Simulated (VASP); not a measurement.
Hf2NbF, 4 atoms in the cell. The structure is trigonal, space group R-3m (No. 166). The conventional cell has a = 4.955 Å, b = 4.955 Å, c = 11.032 Å, α = 90.00°, β = 90.00°, γ = 120.00°. Within 2.1 Å of Hf (site symmetry 3m) lie 1 F at 1.58 Å. Nb (site symmetry -3m) has 6 Hf at 2.87 Å and 6 F at 3.40 Å within 3.8 Å. Within 2.1 Å of F (site symmetry -3m) lie 2 Hf at 1.58 Å. 

```yaml
Program: VASP 6.6.1
Task: single point
Functional: PBE
Potentials_or_basis: VASP PAW PBE potentials, release 64 (Hf_pv, Nb_sv, F)
Cutoff: 520 eV
k_mesh: 6 × 6 × 6
Occupations: gaussian, width 0.1 eV
Spin: no spin polarisation
Dipole_correction: no
Further_INCAR_settings: ALGO = Normal; EDIFF = 1e-06; NBANDS = 28
```

Potentials or basis: VASP PAW PBE potentials, release 64 (Hf_pv, Nb_sv, F).

Run with:

```bash
$ cat potpaw_PBE.64/Hf_pv/POTCAR potpaw_PBE.64/Nb_sv/POTCAR potpaw_PBE.64/F/POTCAR > POTCAR
$ mpirun -np 1 vasp_std > vasp.out
```

Hardware: 1 thread of Intel(R) Xeon(R) 6975P-C (Granite Rapids), on a shared host.

Q: How long does it take, and how much memory?

A: It took 30 s on 1 thread of Intel(R) Xeon(R) 6975P-C (Granite Rapids) (shared host), peak memory 0.24 GiB. Counts: scf iterations 14, k points 32.
